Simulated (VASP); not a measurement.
Write the native input for VASP 6.6.1 that does the following.

```yaml
Task: single point
Functional: PBE
Potentials_or_basis: VASP PAW PBE potentials, release 64 (Hf_pv, H, F)
Cutoff: 520 eV
k_mesh: 4 × 4 × 4
Occupations: gaussian, width 0.1 eV
Spin: no spin polarisation
Dipole_correction: no
Further_INCAR_settings: ALGO = Normal; EDIFF = 1e-06; NBANDS = 24
```

The structure of HfHF3 lies in POSCAR:

```
HfHF3
1.0
    3.5902897364      0.0000000000      0.0000000000
    0.0000000000      3.5902897364      0.0000000000
    0.0000000000      0.0000000000      3.5902897364
Hf H F
1 1 3
Direct
    0.5000000000      0.5000000000      0.5000000000
    0.0000000000      0.0000000000      0.0000000000
    0.5000000000      0.0000000000      0.0000000000
    0.0000000000      0.5000000000      0.0000000000
    0.0000000000      0.0000000000      0.5000000000
```

The input as run:

INCAR

```
ALGO = Normal
EDIFF = 1E-6
ENCUT = 520
GGA = PE
ISIF = 2
ISMEAR = 0
LASPH = T
LCHARG = F
LREAL = F
LWAVE = F
NBANDS = 24
NELM = 60
PREC = Accurate
SIGMA = 0.1
```

KPOINTS

```
k-points
0
Gamma
  4 4 4
```

Potentials or basis: VASP PAW PBE potentials, release 64 (Hf_pv, H, F).

The run is started by

```console
$ cat potpaw_PBE.64/Hf_pv/POTCAR potpaw_PBE.64/H/POTCAR potpaw_PBE.64/F/POTCAR > POTCAR
$ mpirun -np 1 vasp_std > vasp.out
```

Results of the run:

```json
{
 "Pressure": "-1.8 GPa",
 "Band gap on the k mesh": "zero (band 16 reaches 7.46 eV, above the bottom of band 17 at 4.97 eV)"
}
```

Caveat: the k points lie up to 0.44 Å⁻¹ apart; spin-orbit coupling is left out, which moves the levels of the heavy elements.

It took 11 s on 1 thread of Intel(R) Xeon(R) Platinum 8488C (Sapphire Rapids) (shared host), peak memory 0.16 GiB.
